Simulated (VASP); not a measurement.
A run of VASP 6.6.1 is set up as follows.

The input INCAR:

```
ALGO     = Normal         # electronic algorithm
EDIFF    = 1E-6           # SCF threshold, eV
ENCUT    = 520            # plane-wave cutoff, eV
GGA      = PS             # functional
ISIF     = 2              # what is computed and relaxed
ISMEAR   = 1              # smearing method
ISPIN    = 2              # spin polarisation
LASPH    = T              # aspherical terms in the spheres
LCHARG   = F              # write CHGCAR
LMAXMIX  = 4              # l up to which the mixer works
LORBIT   = 11             # projections on sites
LREAL    = F              # projectors in reciprocal space
LWAVE    = F              # write WAVECAR
MAGMOM   = 1.8 -1.8       # initial moments
NBANDS   = 20             # bands
NELM     = 150            # most SCF steps
PREC     = Accurate       # precision mode
SIGMA    = 0.2            # smearing width, eV
```

KPOINTS

```
k-points
0
Gamma
  14 14 8
```

The input POSCAR:

```
Co
1.0
    2.4873648700      0.0000000000      0.0000000000
   -1.2436824400      2.1541211700      0.0000000000
    0.0000000000      0.0000000000      4.0632895000
Co
2
Direct
    0.6666666667      0.3333333333      0.2598610000
    0.3333333333      0.6666666667      0.7401390000
```

Potentials or basis: VASP PAW PBE potentials, release 64 (Co).

Command:

```bash
$ cat potpaw_PBE.64/Co/POTCAR > POTCAR
$ mpirun -np 1 vasp_std > vasp.out
```

Problem. Estimate the site moments.

Solution. Co +0.89, -0.89 μB.

Problem. What does it give for the band gap on the k mesh?

Solution. Zero (filled and empty bands overlap).

Problem. Estimate the pressure.

Solution. -17.3 GPa.

Problem. Predict the largest force.

Solution. 0.519 eV/Å.

Stress tensor (GPa, compression positive):
```
-16.77   0.00   0.00
  0.00 -16.77   0.00
  0.00   0.00 -18.40
```

Caveat: the cell stands under tension; the PAW data sets were made with another functional, which shifts forces and pressure a little.
